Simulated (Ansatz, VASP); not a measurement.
Hf4C in VASP and in Ansatz

```
CELL_PARAMETERS angstrom
3.25242 0.00000 0.00000
-1.62621 2.81668 0.00000
0.00000 0.00000 10.40179
ATOMIC_POSITIONS crystal
Hf 0.66667 0.33333 0.87623
Hf 0.33333 0.66667 0.12377
Hf 0.66667 0.33333 0.38184
Hf 0.33333 0.66667 0.61816
C 0.00000 0.00000 0.00000
```

Alike in both runs: task single point; functional PBE; k mesh 6 × 6 × 2; occupations gaussian, width 0.1 eV; no spin polarisation.

```csv
,VASP,Ansatz
version,VASP 6.6.1,Ansatz 0.2.0
potentials or method,"VASP PAW PBE potentials, release 64 (Hf_pv, C), cutoff 600 eV","scalar-relativistic, plane waves, PAW"
valence electrons in the cell,44,108
```

```tsv
	VASP	Ansatz	Ansatz less VASP
gap on the k mesh at the Fermi level (eV)	none	none	-
pressure (GPa)	-1.0	-0.5	+0.53
traceless stress, the component that is largest in VASP (GPa)	0.43	0.42	-0.010
rms of the force components (eV/Å)	0.016	0.008	-0.0083
```

Atom by atom the forces differ by 0.022 eV/Å (rms over components). A gap of «none» marks a metal or a gap that the smearing closes. VASP's potentials hold 44 valence electrons a cell and Ansatz's 108, so a difference there can come from the potentials and not from the codes.

The k mesh is coarse, so the values compare programs but aren't converged. Spin-orbit coupling is off throughout.
